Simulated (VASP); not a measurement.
# BaTiO3 (Pm-3m) in VASP: vibrations by perturbation theory with PBE

Aim: the vibrations by perturbation theory of BaTiO3 with PBE.

Program: VASP 6.6.1. These are calculated values, not measurements. Logs are shortened: lines on timing, memory, paths and dates and some standing lists are left out, and cuts for length are marked.

### Step 1. The cell of the first run

The structure is cubic, space group Pm-3m (No. 221). The conventional cell has a = 4.006 Å, b = 4.006 Å, c = 4.006 Å, α = 90.00°, β = 90.00°, γ = 90.00°. Ba (site symmetry m-3m) has 12 O at 2.83 Å and 8 Ti at 3.47 Å within 3.7 Å. Within 2.7 Å of Ti (site symmetry m-3m) lie 6 O at 2.00 Å. Within 2.7 Å of O (site symmetry 4/mmm) lie 2 Ti at 2.00 Å.

### Step 2. Vibrations by perturbation theory, PBE

INCAR

```
SYSTEM = BaTiO3
ALGO = Normal ; EDIFF = 1E-8
ENCUT = 520 ; GGA = PE
IBRION = 8 ; ISIF = 2
ISMEAR = 0 ; LASPH = .True.
LCHARG = .False. ; LEPSILON = .True.
LREAL = .False. ; LWAVE = .False.
NELM = 100 ; NSW = 1
PREC = Accurate ; SIGMA = 0.01
```

KPOINTS

```
k-points
0
Gamma
  4 4 4
  0 0 0
```

POSCAR

```
BaTiO3
1.0
    4.0060000000      0.0000000000      0.0000000000
    0.0000000000      4.0060000000      0.0000000000
    0.0000000000      0.0000000000      4.0060000000
Ba Ti O
1 1 3
Direct
    0.5000000000      0.5000000000      0.5000000000
    0.0000000000      0.0000000000      0.0000000000
    0.5000000000      0.0000000000      0.0000000000
    0.0000000000      0.5000000000      0.0000000000
    0.0000000000      0.0000000000      0.5000000000
```

Potentials or basis: VASP PAW PBE potentials, release 64 (Ba_sv, Ti_sv, O).

Launch:

```bash
$ cat potpaw_PBE.64/Ba_sv/POTCAR potpaw_PBE.64/Ti_sv/POTCAR potpaw_PBE.64/O/POTCAR > POTCAR
$ mpirun -np 1 vasp_std > vasp.out
```

OUTCAR:

```text
SYSTEM = BaTiO3
   EDIFF = 1E-8
   ENCUT = 520
   GGA = PE
   IBRION = 8
   ISIF = 2
   ISMEAR = 0
   LASPH = .True.
   LEPSILON = .True.
   LREAL = .False.
   NELM = 100
   NSW = 1
   PREC = Accurate

 ion  position               nearest neighbor table
   1  0.500  0.500  0.500-   3 2.83   4 2.83   5 2.83   3 2.83   4 2.83   3 2.83   5 2.83   3 2.83
                             4 2.83   5 2.83   4 2.83   5 2.83   2 3.47   2 3.47   2 3.47   2 3.47
   2  0.000  0.000  0.000-   3 2.00   4 2.00   5 2.00   5 2.00   4 2.00   3 2.00   1 3.47   1 3.47
                             1 3.47   1 3.47   1 3.47   1 3.47   1 3.47   1 3.47
   3  0.500  0.000  0.000-   2 2.00   2 2.00   1 2.83   1 2.83   1 2.83   1 2.83
   4  0.000  0.500  0.000-   2 2.00   2 2.00   1 2.83   1 2.83   1 2.83   1 2.83
   5  0.000  0.000  0.500-   2 2.00   2 2.00   1 2.83   1 2.83   1 2.83   1 2.83

  LATTYP: Found a simple cubic cell.
 ALAT       =     4.0060000000

  Lattice vectors:

 A1 = (   4.0060000000,   0.0000000000,   0.0000000000)
 A2 = (   0.0000000000,   4.0060000000,   0.0000000000)
 A3 = (   0.0000000000,   0.0000000000,   4.0060000000)

Analysis of symmetry for initial positions (statically):
=====================================================================
 Subroutine PRICEL returns:
 Original cell was already a primitive cell.

 Routine SETGRP: Setting up the symmetry group for a
 simple cubic supercell.

 Subroutine GETGRP returns: Found 48 space group operations
 (whereof 48 operations were pure point group operations)
 out of a pool of 48 trial point group operations.

The static configuration has the point symmetry O_h .

Analysis of symmetry for dynamics (positions and initial velocities):
=====================================================================
 Subroutine PRICEL returns:
 Original cell was already a primitive cell.

 Routine SETGRP: Setting up the symmetry group for a
 simple cubic supercell.

 Subroutine GETGRP returns: Found 48 space group operations
 (whereof 48 operations were pure point group operations)
 out of a pool of 48 trial point group operations.

The dynamic configuration has the point symmetry O_h .

 Subroutine INISYM returns: Found 48 space group operations
 (whereof 48 operations are pure point group operations),
 and found     1 'primitive' translations

----------------------------------------------------------------------------------------

                                     Primitive cell

  volume of cell :      64.2884

  direct lattice vectors                    reciprocal lattice vectors
     4.006000000  0.000000000  0.000000000     0.249625562  0.000000000  0.000000000
     0.000000000  4.006000000  0.000000000     0.000000000  0.249625562  0.000000000
     0.000000000  0.000000000  4.006000000     0.000000000  0.000000000  0.249625562

  length of vectors
     4.006000000  4.006000000  4.006000000     0.249625562  0.249625562  0.249625562

  position of ions in fractional coordinates (direct lattice)
     0.500000000  0.500000000  0.500000000
[... 476 lines left out ...]
 -----------------------------------------------------------------------------
    -0.02066  0.00000  0.00000
     0.00000  0.02659  0.00000
     0.00000  0.00000 -0.00651

 MACROSCOPIC STATIC DIELECTRIC TENSOR (including local field effects in DFT)
 ------------------------------------------------------
           7.342626     0.000000    -0.000000
           0.000000     7.342626    -0.000000
           0.000000     0.000000     7.342626
 ------------------------------------------------------

 PIEZOELECTRIC TENSOR (including local field effects)  for field in x, y, z        (e  Angst)
          XX          YY          ZZ          XY          YZ          ZX
  --------------------------------------------------------------------------------
  x     0.00000     0.00000     0.00000     0.00000     0.00000     0.00000
  y     0.00000     0.00000     0.00000     0.00000     0.00000     0.00000
  z     0.00000     0.00000     0.00000     0.00000     0.00000     0.00000

 PIEZOELECTRIC TENSOR (including local field effects)  for field in x, y, z        (C/m^2)
          XX          YY          ZZ          XY          YZ          ZX
  --------------------------------------------------------------------------------
  x     0.00000     0.00000     0.00000     0.00000     0.00000     0.00000
  y     0.00000     0.00000     0.00000     0.00000     0.00000     0.00000
  z     0.00000     0.00000     0.00000     0.00000     0.00000     0.00000

 BORN EFFECTIVE CHARGES (including local field effects) (in |e|, cummulative output)
 ---------------------------------------------------------------------------------
 ion    1
    1     2.78822    -0.00000     0.00000
    2    -0.00000     2.78822     0.00000
    3     0.00000     0.00000     2.78822
 ion    2
    1     7.97076     0.00000    -0.00000
    2    -0.00000     7.97076     0.00000
    3    -0.00000    -0.00000     7.97076
 ion    3
    1    -6.31597     0.00000    -0.00000
    2    -0.00000    -2.22151     0.00000
    3    -0.00000     0.00000    -2.22151
 ion    4
    1    -2.22151    -0.00000     0.00000
    2     0.00000    -6.31597    -0.00000
    3    -0.00000     0.00000    -2.22151
 ion    5
    1    -2.22151     0.00000     0.00000
    2    -0.00000    -2.22151     0.00000
    3     0.00000     0.00000    -6.31597

 INTERNAL STRAIN TENSOR FOR ION    5 for displacements in x,y,z  (eV/Angst):
          X           Y           Z          XY          YZ          ZX
  --------------------------------------------------------------------------------
  x     0.00000     0.00000     0.00000     0.00000     0.00000     0.00000
  y     0.00000     0.00000     0.00000     0.00000     0.00000     0.00000
  z     0.00000     0.00000     0.00000     0.00000     0.00000     0.00000

 SECOND DERIVATIVES (NOT SYMMETRIZED)
 ------------------------------------
               1X          1Y          1Z          2X          2Y          2Z          3X          3Y          3Z          4X          4Y          4Z          5X          5Y          5Z
  1X    -6.541792   -0.000000   -0.000000    3.468861    0.000000    0.000000    1.191936    0.000000    0.000000    0.940497    0.000000    0.000000    0.940497   -0.000000   -0.000000
  1Y    -0.000000   -6.541792   -0.000000    0.000000    3.468861   -0.000000    0.000000    0.940497    0.000000    0.000000    1.191936    0.000000   -0.000000    0.940497    0.000000
  1Z    -0.000000   -0.000000   -6.541792    0.000000    0.000000    3.468861    0.000000    0.000000    0.940497    0.000000   -0.000000    0.940497    0.000000    0.000000    1.191936
  2X     3.453649    0.000000    0.000000    2.127412   -0.000000    0.000000   -5.869984   -0.000000    0.000000    0.144461    0.000000   -0.000000    0.144461    0.000000    0.000000
  2Y     0.000000    3.453649    0.000000   -0.000000    2.127412   -0.000000    0.000000    0.144461    0.000000   -0.000000   -5.869984    0.000000    0.000000    0.144461    0.000000
  2Z     0.000000    0.000000    3.453649   -0.000000   -0.000000    2.127412   -0.000000    0.000000    0.144461    0.000000    0.000000    0.144461   -0.000000   -0.000000   -5.869984
  3X     1.190177    0.000000   -0.000000   -5.929587    0.000000    0.000000   -4.773535   -0.000000   -0.000000    4.756473   -0.000000    0.000000    4.756473    0.000000    0.000000
  3Y     0.000000    0.936837    0.000000    0.000000    0.140454    0.000000    0.000000   -5.194203    0.000000    0.000000    4.772649    0.000000    0.000000   -0.655737    0.000000
  3Z     0.000000    0.000000    0.936837    0.000000    0.000000    0.140454    0.000000    0.000000   -5.194203    0.000000    0.000000   -0.655737    0.000000    0.000000    4.772649
  4X     0.936837    0.000000    0.000000    0.140454    0.000000    0.000000    4.772649    0.000000    0.000000   -5.194203    0.000000    0.000000   -0.655737    0.000000    0.000000
  4Y     0.000000    1.190177   -0.000000    0.000000   -5.929587    0.000000   -0.000000    4.756473    0.000000    0.000000   -4.773535   -0.000000    0.000000    4.756473    0.000000
  4Z     0.000000    0.000000    0.936837    0.000000    0.000000    0.140454    0.000000    0.000000   -0.655737    0.000000    0.000000   -5.194203    0.000000    0.000000    4.772649
  5X     0.936837    0.000000    0.000000    0.140454    0.000000    0.000000    4.772649    0.000000    0.000000   -0.655737    0.000000    0.000000   -5.194203    0.000000    0.000000
  5Y     0.000000    0.936837    0.000000    0.000000    0.140454    0.000000    0.000000   -0.655737    0.000000    0.000000    4.772649    0.000000    0.000000   -5.194203    0.000000
  5Z     0.000000    0.000000    1.190177    0.000000    0.000000   -5.929587    0.000000    0.000000    4.756473    0.000000    0.000000    4.756473   -0.000000   -0.000000   -4.773535

 Eigenvectors and eigenvalues of the dynamical matrix
 ----------------------------------------------------

   1 f  =   13.829795 THz    86.895167 2PiTHz  461.312315 cm-1    57.195412 meV
             X         Y         Z           dx          dy          dz
      2.003000  2.003000  2.003000    -0.000206    0.007606    0.000000
      0.000000  0.000000  0.000000     0.004988   -0.184361    0.000000
      2.003000  0.000000  0.000000     0.018666    0.494612   -0.000000
      0.000000  2.003000  0.000000    -0.013382   -0.689884   -0.000000
      0.000000  0.000000  2.003000    -0.013382    0.494612    0.000000
[... 105 lines left out ...]
  15 f/i=    7.513670 THz    47.209781 2PiTHz  250.629056 cm-1    31.074029 meV
             X         Y         Z           dx          dy          dz
      2.003000  2.003000  2.003000     0.000010    0.000012    0.005895
      0.000000  0.000000  0.000000     0.001113    0.001322    0.676750
      2.003000  0.000000  0.000000    -0.000995   -0.000579   -0.296152
      0.000000  2.003000  0.000000    -0.000487   -0.001183   -0.296152
      0.000000  0.000000  2.003000    -0.000487   -0.000579   -0.605439

--------------------------------------------------------------------------------------------------------

 MACROSCOPIC STATIC DIELECTRIC TENSOR IONIC CONTRIBUTION
 ------------------------------------------------------
           0.791041     0.000000    -0.000000
           0.000000     0.791041    -0.000000
          -0.000000    -0.000000     0.791041
 ------------------------------------------------------

 ELASTIC MODULI CONTR FROM IONIC RELAXATION (kBar)
 Direction    XX          YY          ZZ          XY          YZ          ZX
 --------------------------------------------------------------------------------
 XX           0.0000      0.0000      0.0000      0.0000      0.0000      0.0000
 YY           0.0000      0.0000      0.0000      0.0000      0.0000      0.0000
 ZZ           0.0000      0.0000      0.0000      0.0000      0.0000      0.0000
 XY           0.0000      0.0000      0.0000      0.0000      0.0000      0.0000
 YZ           0.0000      0.0000      0.0000      0.0000      0.0000      0.0000
 ZX           0.0000      0.0000      0.0000      0.0000      0.0000      0.0000
 --------------------------------------------------------------------------------

 PIEZOELECTRIC TENSOR IONIC CONTR  for field in x, y, z        (C/m^2)
          XX          YY          ZZ          XY          YZ          ZX
  --------------------------------------------------------------------------------
  x     0.00000     0.00000     0.00000     0.00000     0.00000     0.00000
  y     0.00000     0.00000     0.00000     0.00000     0.00000     0.00000
  z     0.00000     0.00000     0.00000     0.00000     0.00000     0.00000
```

Run time: 6.9 min. Hardware: 1 thread of Intel Xeon 6975P-C (Granite Rapids), shared host; peak memory 0.27 GiB.

What came out:

* Electronic dielectric tensor (diagonal): 7.34
* Born charges (mean of the diagonal): Ba +2.79; Ti +7.97; O -3.59 e
* Highest phonon frequency at Γ, LO-TO splitting left out: 461 cm⁻¹
* Most unstable mode: 251i cm⁻¹

Phonon frequencies in cm⁻¹ (negative: imaginary):
```tsv
q point	frequencies
(0.000, 0.000, 0.000)	-251 -251 -251 1 1 1 177 177 177 278 278 278 461 461 461
```

Electronic dielectric tensor:
```
7.34 0.00 0.00
0.00 7.34 0.00
0.00 0.00 7.34
```

Born effective charge tensors (e):
atom 1, Ba
```
2.79 0.00 0.00
0.00 2.79 0.00
0.00 0.00 2.79
```
atom 2, Ti
```
7.97 0.00 0.00
0.00 7.97 0.00
0.00 0.00 7.97
```
atom 3, O
```
-6.32  0.00  0.00
 0.00 -2.22  0.00
 0.00  0.00 -2.22
```
atom 4, O
```
-2.22  0.00  0.00
 0.00 -6.32  0.00
 0.00  0.00 -2.22
```
atom 5, O
```
-2.22  0.00  0.00
 0.00 -2.22  0.00
 0.00  0.00 -6.32
```

Caveat: the k points lie up to 0.39 Å⁻¹ apart; the cell stands under pressure or tension, which shifts response properties; some modes are imaginary; spin-orbit coupling is left out, which moves the levels of the heavy elements.
